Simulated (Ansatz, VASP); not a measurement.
# One calculation of V, two programs

```
V
1.0
     1.28690    0.74299    6.96311
    -1.28690    0.74299    6.96311
     0.00000   -1.48599    6.96311
V
3
Direct
  0.00000 0.00000 0.00000
  0.22223 0.22223 0.22223
  0.77777 0.77777 0.77777
```

Alike in both runs: functional PBEsol; k mesh 9 × 9 × 9; occupations gaussian, width 0.1 eV; no spin polarisation.

Ansatz relaxed the structure, and its values are those at the end. VASP's run is a single point on that final structure, the one shown.

|  | VASP | Ansatz |
| --- | --- | --- |
| version | VASP 6.6.1 | Ansatz 0.2.0 |
| potentials or method | VASP PAW PBE potentials, release 64 (V_sv), cutoff 520 eV | scalar-relativistic, plane waves, PAW |
| valence electrons in the cell | 39 | 39 |

```csv
,VASP,Ansatz,Ansatz less VASP
gap on the k mesh at the Fermi level (eV),none,none,-
pressure (GPa),0.3,0.1,-0.19
rms of the force components (eV/Å),0.004,0.004,0.0000
```

VASP's potentials were made for PBE, not for PBEsol. A gap of «none» marks a metal or a gap that the smearing closes.
